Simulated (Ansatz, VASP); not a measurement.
**Two plane-wave programs on C**

```
C
1.0
     1.22240    0.70575    6.90133
    -1.22240    0.70575    6.90133
     0.00000   -1.41151    6.90133
C
4
Cartesian
  0.0000 0.0000 19.0422
  0.0000 0.0000 5.2391
  0.0000 0.0000 15.4649
  0.0000 0.0000 1.6618
```

Alike in both runs: task relaxation of cell and atoms; functional LDA; k mesh 18 × 18 × 18; occupations gaussian, width 0.01 eV; no spin polarisation.

|  | VASP | Ansatz |
| --- | --- | --- |
| version | VASP 6.6.1 | Ansatz 0.2.0 |
| potentials or method | VASP PAW LDA potentials, release 64 (C), cutoff 600 eV | scalar-relativistic, plane waves, PAW |
| valence electrons in the cell | 16 | 16 |

|  | VASP | Ansatz | Ansatz less VASP |
| --- | --- | --- | --- |
| gap on the k mesh at the Fermi level, each at its own relaxed structure (eV) | 0.25 | 0.23 | -0.023 |
| relaxed volume (Å³/atom) | 8.81 | 8.93 | +0.117 |
| relaxed cell length with the largest relative difference (Å) | 6.950 | 7.044 | +0.0947 |

LDA's correlation is that of Perdew and Zunger in VASP and of Perdew and Wang (1992) in Ansatz.
